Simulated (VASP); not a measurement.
# HfB (R-3m) in VASP: notebook

HfB is run at these levels: PBEsol; tasks: single point.

Everything below comes from runs of VASP 6.6.1. Logs are shortened: lines on timing, memory, paths and dates and some standing lists are left out, and cuts for length are marked.

**1. The cell of the first run**

It takes space group R-3m (No. 166, trigonal). Conventional cell: a = 2.593 Å, b = 2.593 Å, c = 12.703 Å, α = 90.00°, β = 90.00°, γ = 120.00°. Within 3.4 Å of Hf (site symmetry -3m) lie 6 Hf at 2.59 Å and 6 B at 2.59 Å. Within 3.4 Å of B (site symmetry -3m) lie 6 Hf at 2.59 Å and 6 B at 2.59 Å.

**2. Single point, PBEsol**

INCAR reads:

```
ALGO = Normal ; EDIFF = 1E-6
ENCUT = 520 ; GGA = PS
ISIF = 2 ; ISMEAR = 0
LASPH = True ; LCHARG = False
LREAL = False ; LWAVE = False
NBANDS = 14 ; NELM = 60
PREC = Accurate ; SIGMA = 0.15
```

KPOINTS reads:

```
k-points
0
Gamma
  20 20 20
```

POSCAR reads:

```
HfB
1.0
    1.2222988100      3.0557470250      3.0557470250
    3.0557470250      1.2222988100      3.0557470250
    3.0557470250      3.0557470250      1.2222988100
Hf B
1 1
Direct
    0.5000000000      0.5000000000      0.5000000000
    0.0000000000      0.0000000000      0.0000000000
```

Potentials or basis: VASP PAW PBE potentials, release 64 (Hf_pv, B).

Command:

```
$ cat potpaw_PBE.64/Hf_pv/POTCAR potpaw_PBE.64/B/POTCAR > POTCAR
$ mpirun -np 1 vasp_std > vasp.out
```

OUTCAR:

```text
EDIFF = 1E-6
   ENCUT = 520
   GGA = PS
   ISIF = 2
   ISMEAR = 0
   LASPH = True
   LREAL = False
   NELM = 60
   PREC = Accurate

 ion  position               nearest neighbor table
   1  0.500  0.500  0.500-   2 2.59   2 2.59   2 2.59   2 2.59   2 2.59   2 2.59
   2  0.000  0.000  0.000-   1 2.59   1 2.59   1 2.59   1 2.59   1 2.59   1 2.59

  LATTYP: Found a trigonal (rhomboedric) cell.
 ALAT       =     4.4910125966
 COS(alpha) =     0.8333333333

  Lattice vectors:

 A1 = (   1.2222988100,   3.0557470250,   3.0557470250)
 A2 = (   3.0557470250,   1.2222988100,   3.0557470250)
 A3 = (   3.0557470250,   3.0557470250,   1.2222988100)

Analysis of symmetry for initial positions (statically):
=====================================================================
 Subroutine PRICEL returns:
 Original cell was already a primitive cell.

 Routine SETGRP: Setting up the symmetry group for a
 trigonal (rhombohedral) supercell.

 Subroutine GETGRP returns: Found 12 space group operations
 (whereof 12 operations were pure point group operations)
 out of a pool of 12 trial point group operations.

The static configuration has the point symmetry D_3d.

Analysis of symmetry for dynamics (positions and initial velocities):
=====================================================================
 Subroutine PRICEL returns:
 Original cell was already a primitive cell.

 Routine SETGRP: Setting up the symmetry group for a
 trigonal (rhombohedral) supercell.

 Subroutine GETGRP returns: Found 12 space group operations
 (whereof 12 operations were pure point group operations)
 out of a pool of 12 trial point group operations.

The dynamic configuration has the point symmetry D_3d.

 Subroutine INISYM returns: Found 12 space group operations
 (whereof 12 operations are pure point group operations),
 and found     1 'primitive' translations

----------------------------------------------------------------------------------------

                                     Primitive cell

  volume of cell :      24.6528

  direct lattice vectors                    reciprocal lattice vectors
     1.222298810  3.055747025  3.055747025    -0.318161881  0.227258487  0.227258487
     3.055747025  1.222298810  3.055747025     0.227258487 -0.318161881  0.227258487
     3.055747025  3.055747025  1.222298810     0.227258487  0.227258487 -0.318161881

  length of vectors
     4.491012597  4.491012597  4.491012597     0.452238678  0.452238678  0.452238678

  position of ions in fractional coordinates (direct lattice)
     0.500000000  0.500000000  0.500000000
     0.000000000  0.000000000  0.000000000

  ion indices of the primitive-cell ions
   primitive index   ion index
                 1           1
                 2           2

----------------------------------------------------------------------------------------

 KPOINTS: k-points

Automatic generation of k-mesh.
 Grid dimensions read from file:
 generate k-points for:   20   20   20

 Generating k-lattice:

  Cartesian coordinates                     Fractional coordinates (reciprocal lattice)
    -0.015908094  0.011362924  0.011362924     0.050000000  0.000000000  0.000000000
     0.011362924 -0.015908094  0.011362924     0.000000000  0.050000000  0.000000000
     0.011362924  0.011362924 -0.015908094     0.000000000  0.000000000  0.050000000

  Length of vectors
     0.022611934  0.022611934  0.022611934

  Shift w.r.t. Gamma in fractional coordinates (k-lattice)
     0.000000000  0.000000000  0.000000000

 Subroutine IBZKPT returns following result:
 ===========================================

 Found    781 irreducible k-points:

 Following reciprocal coordinates:
            Coordinates               Weight
  0.000000  0.000000  0.000000      1.000000
  0.050000  0.000000 -0.000000      6.000000
  0.100000  0.000000  0.000000      6.000000
  0.150000 -0.000000  0.000000      6.000000
  0.200000  0.000000  0.000000      6.000000
  0.250000  0.000000  0.000000      6.000000
[... 16 lines left out ...]
 -0.400000  0.050000  0.000000     12.000000
 -0.350000  0.050000 -0.000000     12.000000
 [... further k-points ...]
   k-points           NKPTS =    781   k-points in BZ     NKDIM =    781   number of bands    NBANDS=     14
   number of dos      NEDOS =    301   number of ions     NIONS =      2
   total plane-waves  NPLWV =  46656
   dimension x,y,z NGX =    36 NGY =   36 NGZ =   36
   dimension x,y,z NGXF=    72 NGYF=   72 NGZF=   72
   ions per type =               1   1
   NGX,Y,Z   is equivalent  to a cutoff of  13.33, 13.33, 13.33 a.u.
   NGXF,Y,Z  is equivalent  to a cutoff of  26.65, 26.65, 26.65 a.u.
 SYSTEM =  unknown system
   PREC   = accura    normal or accurate (medium, high low for compatibility)
   ISTART =      0    job   : 0-new  1-cont  2-samecut
   ICHARG =      2    charge: 1-file 2-atom 10-const
   ISPIN  =      1    spin polarized calculation?
   LNONCOLLINEAR =      F non collinear calculations
   LSORBIT =      F    spin-orbit coupling
   LASPH  =      T    aspherical Exc in radial PAW
   ENCUT  =  520.0 eV  38.22 Ry    6.18 a.u.   8.35  8.35  8.35*2*pi/ulx,y,z
   NELM   =     60;   NELMIN=  2; NELMDL= -5     # of ELM steps
   EDIFF  = 0.1E-05   stopping-criterion for ELM
   LREAL  =      F    real-space projection
   EDIFFG = 0.1E-04   stopping-criterion for IOM
   NSW    =      0    number of steps for IOM
   IBRION =     -1    ionic relax: 0-MD 1-quasi-New 2-CG
   NFREE  =      0    steps in history (QN), initial steepest desc. (CG)
   ISIF   =      2    stress and relaxation
   ISYM   =      2    0-nonsym 1-usesym 2-fastsym
   POTIM  = 0.5000    time-step for ionic-motion
   TEBEG  =    0.0;   TEEND  =   0.0 temperature during run
   PSTRESS=    0.0 pullay stress
   NELECT =      13.0000    total number of electrons
   NUPDOWN=      -1.0000    fix difference up-down
   EMIN   =  10.00;   EMAX   =-10.00  energy-range for DOS
   EFERMI =   0.00;   METHOD = LEGACY
   ISMEAR =     0;   SIGMA  =   0.15  broadening in eV -4-tet -1-fermi 0-gaus
   EFERMI_NEDOS =   21; number of points for ismear=-14 and -15
   IALGO  =     38    algorithm
   IMIX   =      4    mixing-type and parameters
     AMIX     =   0.40;   BMIX     =  1.00
     AMIX_MAG =   1.60;   BMIX_MAG =  1.00
  volume/ion in A,a.u.               =      12.33        83.18
  Fermi-wavevector in a.u.,A,eV,Ry     =   1.322617  2.499383 23.800871  1.749315
  Thomas-Fermi vector in A             =   2.452285
   LORBIT       =      0    0 simple, 1 ext, 2 COOP (PROOUT), +10 PAW based schemes
   GGA     = PS    functional components
   LHFCALC =     F    Hartree Fock is set to
   AEXX    =    0.0000 exact exchange contribution
   IVDW    =     0    specifies the selected vdW correction
   LEPSILON=     F    determine dielectric tensor
   LRPA    =     F    only Hartree local field effects (RPA)
 non-spin polarized calculation
 Gauss-broadening in eV      SIGMA  =   0.15
  energy-cutoff  :      520.00
  volume of cell :       24.65
 maximum number of plane-waves:       677
 NGX is ok and might be reduce to    36

 number of electron      13.0000000 magnetization

 Free energy of the ion-electron system (eV)
  ---------------------------------------------------
  ext. energy  EPLUGINS =         0.00000000
  ---------------------------------------------------
  free energy    TOTEN  =       -15.44147043 eV

  energy without entropy =      -15.43305089  energy(sigma->0) =      -15.43726066

 E-fermi :   6.1823     XC(G=0): -12.4230

 val. band max:        6.1817259111   @ k =  -0.3500  -0.4000   0.0500
 cond. band min:       6.1823224618   @ k =  -0.3500  -0.3500   0.1500
 fundamental gap:      0.0005965507
 Fermi energy:         6.1822788232

 k-point     1 :       0.0000    0.0000    0.0000
  band No.  band energies     occupation
      1     -23.8106      2.00000
      2     -21.9985      2.00000
      3     -21.9985      2.00000
      4      -4.6735      2.00000
      5       2.0830      2.00000
      6       4.5017      2.00000
      7       8.4455      0.00000
      8       8.4455      0.00000
      9      13.8868      0.00000
     10      13.8868      0.00000
     11      13.9881      0.00000
     12      13.9881      0.00000
     13      14.6422      0.00000
     14      20.3839      0.00000

 k-point     2 :       0.0500    0.0000   -0.0000
  band No.  band energies     occupation
      1     -23.7952      2.00000
      2     -22.1017      2.00000
      3     -22.0195      2.00000
      4      -4.5868      2.00000
      5       2.2493      2.00000
      6       4.4589      2.00000
      7       8.2550      0.00000
      8       8.5958      0.00000
      9      13.2612      0.00000
     10      13.2839      0.00000
     11      14.2671      0.00000
     12      14.5298      0.00000
     13      14.6763      0.00000
     14      20.3839      0.00000

 k-point     3 :       0.1000    0.0000    0.0000
  band No.  band energies     occupation
      1     -23.7500      2.00000
      2     -22.3941      2.00000
      3     -22.0799      2.00000
      4      -4.3348      2.00000
      5       2.7043      2.00000
      6       4.3466      2.00000
      7       7.7745      0.00000
      8       9.0423      0.00000
      9      12.3930      0.00000
     10      12.5503      0.00000
     11      14.2705      0.00000
     12      14.8062      0.00000
     13      14.9960      0.00000
     14      20.3838      0.00000
[... 324 lines left out ...]
 k-point    23 :      -0.4000    0.0500    0.0000
  band No.  band energies     occupation
      1     -25.2907      2.00000
      2     -23.1724      2.00000
      3     -22.8176      2.00000
      4       0.0442      2.00000
      5       1.8473      2.00000
      6       2.9731      2.00000
      7       4.9804      2.00000
      8       8.9725      0.00000
      9      12.7173      0.00000
     10      13.8836      0.00000
     11      15.2689      0.00000
     12      16.3030      0.00000
     13      17.1095      0.00000
     14      18.2461      0.00000

 k-point    24 :      -0.3500    0.0500   -0.0000
  band No.  band energies     occupation
      1     -25.0202      2.00000
      2     -23.2363      2.00000
      3     -22.7442      2.00000
      4      -0.8057      2.00000
      5       2.1244      2.00000
      6       3.4034      2.00000
      7       5.7855      1.99982
      8       9.2624      0.00000
      9      11.6456      0.00000
     10      13.7907      0.00000
     11      15.1307      0.00000
     12      15.7331      0.00000
     13      16.8080      0.00000
     14      17.9208      0.00000

 [... further k-points ...]
[... 5 lines left out ...]
  --------------------------------------------------------------------------------------
  -------------------------------------------------------------------------------------
  Total        4.0021223      4.0021223      4.0021223     -3.2622403     -3.2622403     -3.2622403
  in kB      260.0967984    260.0967984    260.0967984   -212.0120768   -212.0120768   -212.0120768
  external PRESSURE =     260.0967984 kB  Pullay stress =       0.0000000 kB

 VOLUME and BASIS-vectors are now :
 -----------------------------------------------------------------------------
  energy-cutoff  :      520.00
  volume of cell :       24.65
      direct lattice vectors                 reciprocal lattice vectors
     1.222298810  3.055747025  3.055747025    -0.318161881  0.227258487  0.227258487
     3.055747025  1.222298810  3.055747025     0.227258487 -0.318161881  0.227258487
     3.055747025  3.055747025  1.222298810     0.227258487  0.227258487 -0.318161881

 POSITION                                       TOTAL-FORCE (eV/Angst)
 -----------------------------------------------------------------------------------
      3.66690      3.66690      3.66690        -0.000000     -0.000000      0.000000
      0.00000      0.00000      0.00000         0.000000      0.000000     -0.000000
 -----------------------------------------------------------------------------------
    total drift:                                0.000000      0.000000      0.000000

  FREE ENERGIE OF THE ION-ELECTRON SYSTEM (eV)
  ---------------------------------------------------
  free  energy   TOTEN  =       -15.4414704269 eV

  energy  without entropy=      -15.4330508852  energy(sigma->0) =      -15.43726066
```

Run time: 10 min. Hardware: 1 thread of Intel Xeon 6975P-C (Granite Rapids), shared host; peak memory 0.44 GiB.

Results:

| Item | Value |
| --- | --- |
| Free energy | -15.4415 eV |
| Pressure | 26.0 GPa |
| Band gap on the k mesh | zero (an odd number of electrons rules out a gap without spin polarisation) |

Stress tensor (GPa, compression positive):
```
 26.01 -21.20 -21.20
-21.20  26.01 -21.20
-21.20 -21.20  26.01
```

Levels at points of the mesh, in eV from the Fermi level:
```csv
k point,band 4,band 5,band 6,band 7,band 8,band 9
"(0.00, 0.00, 0.00)",-10.86,-4.10,-1.68,2.26,2.26,7.70
"(0.50, 0.00, 0.00)",-5.44,-4.59,-3.63,-1.93,2.94,7.36
"(0.50, 0.50, 0.00)",-6.20,-3.83,-3.24,1.00,1.25,5.14
"(0.50, 0.50, 0.50)",-8.94,-6.87,-1.75,2.10,2.10,6.85
```

Caveat: the cell stands under pressure; the PAW data sets were made with another functional, which shifts forces and pressure a little; spin-orbit coupling is left out, which moves the levels of the heavy elements.

**3. Single point, PBEsol**

This run uses another cell than the first one, of the same volume but with other edges.

INCAR reads:

```
ALGO     = Normal         # electronic algorithm
EDIFF    = 1E-7           # SCF threshold, eV
ENCUT    = 520            # plane-wave cutoff, eV
GGA      = PS             # functional
ISIF     = 2              # what is computed and relaxed
ISMEAR   = 0              # smearing method
LASPH    = True           # aspherical terms in the spheres
LCHARG   = False          # write CHGCAR
LREAL    = False          # projectors in reciprocal space
LWAVE    = False          # write WAVECAR
NBANDS   = 14             # bands
NELM     = 60             # most SCF steps
PREC     = Accurate       # precision mode
SIGMA    = 0.15           # smearing width, eV
```

KPOINTS is that of step 2.

POSCAR reads:

```
HfB
1.0
   -0.5006097101      2.0887508594      2.0887508594
    2.0887508594     -0.5006097101      2.0887508594
    2.0887508594      2.0887508594     -0.5006097101
Hf B
1 1
Direct
    0.5000000000      0.5000000000      0.5000000000
    0.0000000000      0.0000000000      0.0000000000
```

Potentials or basis: VASP PAW PBE potentials, release 64 (Hf_pv, B).

Command:

```
$ cat potpaw_PBE.64/Hf_pv/POTCAR potpaw_PBE.64/B/POTCAR > POTCAR
$ mpirun -np 1 vasp_std > vasp.out
```

Run time: 2.1 min. Hardware: 1 thread of Intel Xeon 6975P-C (Granite Rapids), shared host; peak memory 0.37 GiB.

It converged, with:

```yaml
Free_energy: -17.8684 eV
Pressure: 21.8 GPa
Band_gap_on_the_k_mesh: zero (an odd number of electrons rules out a gap without spin polarisation)
```

Stress tensor (GPa, compression positive):
```
21.76  4.71  4.71
 4.71 21.76  4.71
 4.71  4.71 21.76
```

Levels at points of the mesh, in eV from the Fermi level:
| k point | band 4 | band 5 | band 6 | band 7 | band 8 | band 9 | band 10 | band 11 |
| --- | --- | --- | --- | --- | --- | --- | --- | --- |
| (0.00, 0.00, 0.00) | -10.37 | -0.52 | -0.52 | 3.06 | 3.06 | 4.00 | 4.71 | 4.71 |
| (0.50, 0.00, 0.00) | -5.90 | -5.44 | -2.20 | 1.06 | 2.59 | 3.99 | 9.25 | 9.71 |
| (0.50, 0.50, 0.00) | -7.19 | -1.80 | -1.54 | 0.18 | 3.62 | 4.42 | 4.47 | 8.61 |
| (0.50, 0.50, 0.50) | -5.33 | -3.81 | -3.81 | -2.75 | 6.35 | 8.19 | 8.19 | 8.45 |

Caveat: the cell stands under pressure; the PAW data sets were made with another functional, which shifts forces and pressure a little; spin-orbit coupling is left out, which moves the levels of the heavy elements.
